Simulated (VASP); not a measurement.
# MnCuAs (P4/nmm) in VASP: notebook

MnCuAs is run at these levels: PBE; tasks: single point.

All numbers are computed with VASP 6.6.1; they aren't measurements. Logs are shortened: lines on timing, memory, paths and dates and some standing lists are left out, and cuts for length are marked.

**1. The cell of the first run**

Symmetry: P4/nmm, No. 129, tetragonal system. Conventional cell: a = 3.699 Å, b = 3.699 Å, c = 6.408 Å, α = 90.00°, β = 90.00°, γ = 90.00°. Within 3.3 Å of As (site symmetry 4mm) lie 5 Mn at 2.49 to 2.64 Å and 4 Cu at 2.56 Å. Within 3.4 Å of Cu (site symmetry -4m2) lie 4 As at 2.56 Å and 4 Cu at 2.62 Å and 4 Mn at 2.84 Å. Within 3.3 Å of Mn (site symmetry 4mm) lie 5 As at 2.49 to 2.64 Å and 4 Cu at 2.84 Å.

**2. Single point, PBE**

The input, INCAR:

```
PREC = Accurate ; ENCUT = 520
EDIFF = 1E-6 ; ISMEAR = -1
SIGMA = 0.05 ; LREAL = F
LASPH = T ; NELM = 80
ALGO = Fast ; ISIF = 2
LWAVE = F ; LCHARG = F
GGA = PE ; NBANDS = 38
```

The input, KPOINTS:

```
regular mesh
0
Gamma
  7 7 4
```

The input, POSCAR:

```
MnCuAs
1.0
    3.6994910000      0.0000000000      0.0000000000
    0.0000000000      3.6994910000      0.0000000000
    0.0000000000      0.0000000000      6.4084220000
As Cu Mn
2 2 2
Direct
    0.5000000000      0.0000000000      0.2237540000
    0.0000000000      0.5000000000      0.7762460000
    0.5000000000      0.5000000000      0.5000000000
    0.0000000000      0.0000000000      0.5000000000
    0.5000000000      0.0000000000      0.8359800000
    0.0000000000      0.5000000000      0.1640200000
```

Potentials or basis: VASP PAW PBE potentials, release 64 (As, Cu, Mn_pv).

Command:

```bash
cat potpaw_PBE.64/As/POTCAR potpaw_PBE.64/Cu/POTCAR potpaw_PBE.64/Mn_pv/POTCAR > POTCAR
mpirun -np 1 vasp_std > vasp.out
```

OUTCAR:

```text
PREC = Accurate
   ENCUT = 520
   EDIFF = 1E-6
   ISMEAR = -1
   LREAL = F
   LASPH = T
   NELM = 80
   ISIF = 2
   GGA = PE

 ion  position               nearest neighbor table
   1  0.500  0.000  0.224-   5 2.49   4 2.56   3 2.56   3 2.56   4 2.56   6 2.64   6 2.64   6 2.64
                             6 2.64
   2  0.000  0.500  0.776-   6 2.49   4 2.56   3 2.56   4 2.56   3 2.56   5 2.64   5 2.64   5 2.64
                             5 2.64
   3  0.500  0.500  0.500-   1 2.56   2 2.56   1 2.56   2 2.56   4 2.62   4 2.62   4 2.62   4 2.62
                             5 2.84   6 2.84   6 2.84   5 2.84
   4  0.000  0.000  0.500-   1 2.56   2 2.56   2 2.56   1 2.56   3 2.62   3 2.62   3 2.62   3 2.62
                             5 2.84   6 2.84   5 2.84   6 2.84
   5  0.500  0.000  0.836-   1 2.49   2 2.64   2 2.64   2 2.64   2 2.64   3 2.84   4 2.84   4 2.84
                             3 2.84
   6  0.000  0.500  0.164-   2 2.49   1 2.64   1 2.64   1 2.64   1 2.64   4 2.84   4 2.84   3 2.84
                             3 2.84

  LATTYP: Found a simple tetragonal cell.
 ALAT       =     3.6994910000
 C/A-ratio  =     1.7322442466

  Lattice vectors:

 A1 = (   3.6994910000,   0.0000000000,   0.0000000000)
 A2 = (   0.0000000000,   3.6994910000,   0.0000000000)
 A3 = (   0.0000000000,   0.0000000000,   6.4084220000)

Analysis of symmetry for initial positions (statically):
=====================================================================
 Subroutine PRICEL returns:
 Original cell was already a primitive cell.

 Routine SETGRP: Setting up the symmetry group for a
 simple tetragonal supercell.

 Subroutine GETGRP returns: Found 16 space group operations
 (whereof  8 operations were pure point group operations)
 out of a pool of 16 trial point group operations.

The static configuration has the point symmetry D_2d.
 The point group associated with its full space group is D_4h.

Analysis of symmetry for dynamics (positions and initial velocities):
=====================================================================
 Subroutine PRICEL returns:
 Original cell was already a primitive cell.

 Routine SETGRP: Setting up the symmetry group for a
 simple tetragonal supercell.

 Subroutine GETGRP returns: Found 16 space group operations
 (whereof  8 operations were pure point group operations)
 out of a pool of 16 trial point group operations.

The dynamic configuration has the point symmetry D_2d.
 The point group associated with its full space group is D_4h.

[... 104 lines left out ...]
   ENCUT  =  520.0 eV  38.22 Ry    6.18 a.u.   6.88  6.88 11.92*2*pi/ulx,y,z
   NELM   =     80;   NELMIN=  2; NELMDL= -5     # of ELM steps
   EDIFF  = 0.1E-05   stopping-criterion for ELM
   LREAL  =      F    real-space projection
   EDIFFG = 0.1E-04   stopping-criterion for IOM
   NSW    =      0    number of steps for IOM
   IBRION =     -1    ionic relax: 0-MD 1-quasi-New 2-CG
   NFREE  =      0    steps in history (QN), initial steepest desc. (CG)
   ISIF   =      2    stress and relaxation
   ISYM   =      2    0-nonsym 1-usesym 2-fastsym
   POTIM  = 0.5000    time-step for ionic-motion
   TEBEG  =    0.0;   TEEND  =   0.0 temperature during run
   PSTRESS=    0.0 pullay stress
   NELECT =      58.0000    total number of electrons
   NUPDOWN=      -1.0000    fix difference up-down
   EMIN   =  10.00;   EMAX   =-10.00  energy-range for DOS
   EFERMI =   0.00;   METHOD = LEGACY
   ISMEAR =    -1;   SIGMA  =   0.05  broadening in eV -4-tet -1-fermi 0-gaus
   EFERMI_NEDOS =   21; number of points for ismear=-14 and -15
   IALGO  =     68    algorithm
   IMIX   =      4    mixing-type and parameters
     AMIX     =   0.40;   BMIX     =  1.00
     AMIX_MAG =   1.60;   BMIX_MAG =  1.00
  volume/ion in A,a.u.               =      14.62        98.65
  Fermi-wavevector in a.u.,A,eV,Ry     =   1.426283  2.695285 27.678117  2.034284
  Thomas-Fermi vector in A             =   2.546577
   LORBIT       =      0    0 simple, 1 ext, 2 COOP (PROOUT), +10 PAW based schemes
   GGA     = PE    functional components
   LHFCALC =     F    Hartree Fock is set to
   AEXX    =    0.0000 exact exchange contribution
   IVDW    =     0    specifies the selected vdW correction
   LEPSILON=     F    determine dielectric tensor
   LRPA    =     F    only Hartree local field effects (RPA)
 non-spin polarized calculation
 RMM-DIIS sequential band-by-band and
  energy-cutoff  :      520.00
  volume of cell :       87.71
 maximum number of plane-waves:      2378
 NGX is ok and might be reduce to    28
   NGX = 13   NGY = 13   NGZ = 23

 number of electron      58.0000056 magnetization

 Free energy of the ion-electron system (eV)
  ---------------------------------------------------
  ext. energy  EPLUGINS =         0.00000000
  ---------------------------------------------------
  free energy    TOTEN  =       -33.00137581 eV

  energy without entropy =      -32.86686334  energy(sigma->0) =      -32.93411958

 E-fermi :   7.4637     XC(G=0): -11.8657

 val. band max:        7.4589392117   @ k =   0.1429   0.1429   0.2500
 cond. band min:       7.4662043257   @ k =   0.2857   0.2857   0.0000
 fundamental gap:      0.0072651141
 Fermi energy:         7.4637318459

 k-point     1 :       0.0000    0.0000    0.0000
  band No.  band energies     occupation
      1     -40.2051      2.00000
      2     -40.2051      2.00000
      3     -40.1973      2.00000
      4     -40.1973      2.00000
      5     -40.0804      2.00000
      6     -40.0698      2.00000
[... 973 lines left out ...]
     37      12.4743      0.00000
     38      12.5470      0.00000

 [... further k-points ...]
[... 5 lines left out ...]
  --------------------------------------------------------------------------------------
  -------------------------------------------------------------------------------------
  Total       -7.5499281     -7.5499281     -6.6304155      0.0000000      0.0000000      0.0000000
  in kB     -137.9171734   -137.9171734   -121.1201158      0.0000000      0.0000000      0.0000000
  external PRESSURE =    -132.3181542 kB  Pullay stress =       0.0000000 kB

 VOLUME and BASIS-vectors are now :
 -----------------------------------------------------------------------------
  energy-cutoff  :      520.00
  volume of cell :       87.71
      direct lattice vectors                 reciprocal lattice vectors
     3.699491000  0.000000000  0.000000000     0.270307456  0.000000000  0.000000000
     0.000000000  3.699491000  0.000000000     0.000000000  0.270307456  0.000000000
     0.000000000  0.000000000  6.408422000     0.000000000  0.000000000  0.156044655

 POSITION                                       TOTAL-FORCE (eV/Angst)
 -----------------------------------------------------------------------------------
      1.84975      0.00000      1.43391         0.000000     -0.000000     -0.873534
      0.00000      1.84975      4.97451         0.000000     -0.000000      0.873534
      1.84975      1.84975      3.20421         0.000000      0.000000      0.000000
      0.00000      0.00000      3.20421         0.000000     -0.000000      0.000000
      1.84975      0.00000      5.35731         0.000000     -0.000000      0.960316
      0.00000      1.84975      1.05111         0.000000      0.000000     -0.960316
 -----------------------------------------------------------------------------------
    total drift:                                0.000000      0.000000      0.000000

  FREE ENERGIE OF THE ION-ELECTRON SYSTEM (eV)
  ---------------------------------------------------
  free  energy   TOTEN  =       -33.0013758143 eV

  energy  without entropy=      -32.8668633446  energy(sigma->0) =      -32.93411958
```

Run time: 3.3 min. Hardware: 1 thread of Oxide Virtual Turin-like, shared host; peak memory 0.21 GiB.

What came out:

* Free energy: -33.0014 eV
* Pressure: -13.2 GPa
* Largest force: 0.960 eV/Å
* Band gap on the k mesh: zero (band 29 reaches 7.56 eV, above the bottom of band 30 at 7.11 eV)

Forces on the atoms (eV/Å):
```
As   0.000  0.000 -0.874
As   0.000  0.000  0.874
Cu   0.000  0.000  0.000
Cu   0.000  0.000  0.000
Mn   0.000  0.000  0.960
Mn   0.000  0.000 -0.960
```

Stress tensor (GPa, compression positive):
```
-13.79   0.00   0.00
  0.00 -13.79   0.00
  0.00   0.00 -12.11
```

Levels at points of the mesh, in eV from the Fermi level:
| k point | band 25 | band 26 | band 27 | band 28 | band 29 | band 30 | band 31 | band 32 | band 33 | band 34 |
| --- | --- | --- | --- | --- | --- | --- | --- | --- | --- | --- |
| (0.00, 0.00, 0.00) | -0.79 | -0.79 | -0.72 | -0.69 | -0.36 | -0.35 | -0.35 | 1.43 | 1.43 | 1.55 |
| (0.00, 0.00, 0.50) | -1.01 | -0.75 | -0.75 | -0.33 | -0.33 | 0.20 | 0.20 | 1.17 | 1.17 | 1.52 |

**3. Single point, PBE, collinear spin, ferromagnetic start**

The input, INCAR:

```
SYSTEM = MnCuAs
PREC = Accurate ; ENCUT = 520
EDIFF = 1E-7 ; ISMEAR = -1
SIGMA = 0.05 ; LREAL = .False.
LASPH = .True. ; NELM = 150
ALGO = Fast ; ISIF = 2
LWAVE = .False. ; LCHARG = .True.
ISPIN = 2 ; MAGMOM = 0 0 0.6 0.6 4 4
LORBIT = 11 ; LMAXMIX = 4
GGA = PE ; LELF = .True.
LVHAR = .True. ; NBANDS = 42
```

The input, KPOINTS:

```
Automatic mesh
0
Gamma
  7 7 4
  0 0 0
```

POSCAR is that of step 2.

Potentials or basis: VASP PAW PBE potentials, release 64 (As, Cu, Mn_pv).

Command:

```bash
cat potpaw_PBE.64/As/POTCAR potpaw_PBE.64/Cu/POTCAR potpaw_PBE.64/Mn_pv/POTCAR > POTCAR
mpirun -np 1 vasp_std > vasp.out
```

OUTCAR:

```text
SYSTEM = MnCuAs
   PREC = Accurate
   ENCUT = 520
   EDIFF = 1E-7
   ISMEAR = -1
   LREAL = .False.
   LASPH = .True.
   NELM = 150
   ISIF = 2
   ISPIN = 2
   LORBIT = 11
   GGA = PE

 ion  position               nearest neighbor table
   1  0.500  0.000  0.224-   5 2.49   4 2.56   3 2.56   3 2.56   4 2.56   6 2.64   6 2.64   6 2.64
                             6 2.64
   2  0.000  0.500  0.776-   6 2.49   4 2.56   3 2.56   4 2.56   3 2.56   5 2.64   5 2.64   5 2.64
                             5 2.64
   3  0.500  0.500  0.500-   1 2.56   2 2.56   1 2.56   2 2.56   4 2.62   4 2.62   4 2.62   4 2.62
                             5 2.84   6 2.84   6 2.84   5 2.84
   4  0.000  0.000  0.500-   1 2.56   2 2.56   2 2.56   1 2.56   3 2.62   3 2.62   3 2.62   3 2.62
                             5 2.84   6 2.84   5 2.84   6 2.84
   5  0.500  0.000  0.836-   1 2.49   2 2.64   2 2.64   2 2.64   2 2.64   3 2.84   4 2.84   4 2.84
                             3 2.84
   6  0.000  0.500  0.164-   2 2.49   1 2.64   1 2.64   1 2.64   1 2.64   4 2.84   4 2.84   3 2.84
                             3 2.84

  LATTYP: Found a simple tetragonal cell.
 ALAT       =     3.6994910000
 C/A-ratio  =     1.7322442466

  Lattice vectors:

 A1 = (   3.6994910000,   0.0000000000,   0.0000000000)
 A2 = (   0.0000000000,   3.6994910000,   0.0000000000)
 A3 = (   0.0000000000,   0.0000000000,   6.4084220000)

Analysis of symmetry for initial positions (statically):
=====================================================================
 Subroutine PRICEL returns:
 Original cell was already a primitive cell.

 Routine SETGRP: Setting up the symmetry group for a
 simple tetragonal supercell.

 Subroutine GETGRP returns: Found 16 space group operations
 (whereof  8 operations were pure point group operations)
 out of a pool of 16 trial point group operations.

The static configuration has the point symmetry D_2d.
 The point group associated with its full space group is D_4h.

Analysis of symmetry for dynamics (positions and initial velocities):
=====================================================================
[... 197 lines left out ...]
      4     -42.0354      1.00000
      5     -41.8726      1.00000
      6     -41.8630      1.00000
[... 1045 lines left out ...]
     40      13.3897      0.00000
     41      15.4755      0.00000

 [... further k-points ...]

 spin component 2

 k-point     1 :       0.0000    0.0000    0.0000
  band No.  band energies     occupation
      1     -38.3387      1.00000
      2     -38.3387      1.00000
      3     -38.3298      1.00000
      4     -38.3298      1.00000
      5     -38.3237      1.00000
      6     -38.3117      1.00000
[... 1045 lines left out ...]
     40      14.0457      0.00000
     41      16.2809      0.00000

 [... further k-points ...]

 [bands above 41 left out]

------------------------ aborting loop because EDIFF is reached ----------------------------------------

  FORCE on cell =-STRESS in cart. coord.  units (eV):
  Direction    XX          YY          ZZ          XY          YZ          ZX
  --------------------------------------------------------------------------------------
  -------------------------------------------------------------------------------------
  Total        0.0337017      0.0337017      0.2624325      0.0000000      0.0000000      0.0000000
  in kB        0.6156413      0.6156413      4.7939466      0.0000000      0.0000000      0.0000000
  external PRESSURE =       2.0084097 kB  Pullay stress =       0.0000000 kB

 VOLUME and BASIS-vectors are now :
 -----------------------------------------------------------------------------
  energy-cutoff  :      520.00
  volume of cell :       87.71
      direct lattice vectors                 reciprocal lattice vectors
     3.699491000  0.000000000  0.000000000     0.270307456  0.000000000  0.000000000
     0.000000000  3.699491000  0.000000000     0.000000000  0.270307456  0.000000000
     0.000000000  0.000000000  6.408422000     0.000000000  0.000000000  0.156044655

 POSITION                                       TOTAL-FORCE (eV/Angst)
 -----------------------------------------------------------------------------------
      1.84975      0.00000      1.43391         0.000000     -0.000000     -0.016758
      0.00000      1.84975      4.97451        -0.000000     -0.000000      0.016758
      1.84975      1.84975      3.20421         0.000000      0.000000      0.000000
      0.00000      0.00000      3.20421         0.000000     -0.000000      0.000000
      1.84975      0.00000      5.35731        -0.000000     -0.000000      0.066115
      0.00000      1.84975      1.05111         0.000000     -0.000000     -0.066115
 -----------------------------------------------------------------------------------
    total drift:                                0.000000      0.000000      0.000000

  FREE ENERGIE OF THE ION-ELECTRON SYSTEM (eV)
  ---------------------------------------------------
  free  energy   TOTEN  =       -34.8740499746 eV

  energy  without entropy=      -34.8433085088  energy(sigma->0) =      -34.85867924

 total charge

# of ion       s       p       d       tot
------------------------------------------
    1        1.208   1.526   0.071   2.805
    2        1.208   1.526   0.071   2.805
    3        0.401   0.397   9.198   9.996
    4        0.401   0.397   9.198   9.996
    5        0.247   6.200   5.077  11.524
    6        0.247   6.200   5.077  11.524
--------------------------------------------------
tot          3.711  16.248  28.692  48.651

 magnetization (x)

# of ion       s       p       d       tot
------------------------------------------
    1        0.019  -0.058   0.004  -0.035
    2        0.019  -0.058   0.004  -0.035
    3       -0.010  -0.008   0.050   0.032
    4       -0.010  -0.008   0.050   0.032
    5        0.044   0.026   3.401   3.471
    6        0.044   0.026   3.401   3.471
--------------------------------------------------
tot          0.106  -0.081   6.910   6.934
```

Wall time 7.4 min (1 thread of Oxide Virtual Turin-like, shared host); peak memory 0.29 GiB.

Results:

- Free energy: -34.8740 eV
- Pressure: 0.2 GPa
- Largest force: 0.066 eV/Å
- Net moment: 7.15 μB per cell
- Site moments: As -0.04; Cu +0.03; Mn +3.47 μB
- Valence electrons inside the program's atomic spheres: As 2.81; Cu 10.00; Mn 11.52

Forces in eV/Å, atoms in the order of the input:
```
As   0.000  0.000 -0.017
As   0.000  0.000  0.017
Cu   0.000  0.000  0.000
Cu   0.000  0.000  0.000
Mn   0.000  0.000  0.066
Mn   0.000  0.000 -0.066
```

Stress tensor (GPa, compression positive):
```
0.06 0.00 0.00
0.00 0.06 0.00
0.00 0.00 0.48
```

Levels at points of the mesh, in eV from the Fermi level:
Spin up:
| k point | band 29 | band 30 | band 31 | band 32 | band 33 | band 34 | band 35 | band 36 |
| --- | --- | --- | --- | --- | --- | --- | --- | --- |
| (0.00, 0.00, 0.00) | -2.10 | -1.96 | -1.96 | 0.71 | 0.71 | 0.87 | 0.90 | 2.43 |
| (0.00, 0.00, 0.50) | -2.28 | -0.50 | -0.50 | -0.26 | -0.26 | -0.17 | 2.36 | 2.68 |
Spin down:
| k point | band 23 | band 24 | band 25 | band 26 | band 27 | band 28 |
| --- | --- | --- | --- | --- | --- | --- |
| (0.00, 0.00, 0.00) | -0.77 | -0.22 | -0.10 | -0.10 | -0.08 | -0.04 |
| (0.00, 0.00, 0.50) | -1.18 | -0.91 | -0.91 | 0.09 | 0.18 | 0.62 |

Caveat: only a ferromagnetic start was run, and an antiferromagnetic order may lie lower in energy.
